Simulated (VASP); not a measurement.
Input of a VASP 6.6.1 run:

Contents of INCAR:

```
PREC     = Accurate       # precision mode
ENCUT    = 520            # plane-wave cutoff, eV
EDIFF    = 1E-6           # SCF threshold, eV
ISMEAR   = 0              # smearing method
SIGMA    = 0.15           # smearing width, eV
LREAL    = F              # projectors in reciprocal space
LASPH    = T              # aspherical terms in the spheres
NELM     = 80             # most SCF steps
ALGO     = Normal         # electronic algorithm
ISIF     = 2              # what is computed and relaxed
LWAVE    = F              # write WAVECAR
LCHARG   = F              # write CHGCAR
GGA      = PS             # functional
NBANDS   = 16             # bands
```

KPOINTS

```
Automatic mesh
0
Gamma
  18 18 12
```

POSCAR

```
ZrB2
1.0
    3.0463488259      0.0000000000      0.0000000000
   -1.5231744130      2.6382154720      0.0000000000
    0.0000000000      0.0000000000      4.0620015245
Zr B
1 2
Direct
    0.0000000000      0.0000000000      0.0000000000
    0.3333333333      0.6666666667      0.5000000000
    0.6666666667      0.3333333333      0.5000000000
```

Potentials or basis: VASP PAW PBE potentials, release 64 (Zr_sv, B).

Command:

```bash
$ cat potpaw_PBE.64/Zr_sv/POTCAR potpaw_PBE.64/B/POTCAR > POTCAR
$ mpirun -np 1 vasp_std > vasp.out
```

Question: Estimate the pressure.

Answer: -10.2 GPa.

Question: Predict the band gap on the k mesh.

Answer: Zero (bands 9 and 10 overlap by 0.74 eV).

Stress tensor (GPa, compression positive):
```
  6.53   0.00   0.00
  0.00   6.53   0.00
  0.00   0.00 -43.59
```

Caveat: the stress differs along the axes, from -44 to 7 GPa; the PAW data sets were made with another functional, which shifts forces and pressure a little.
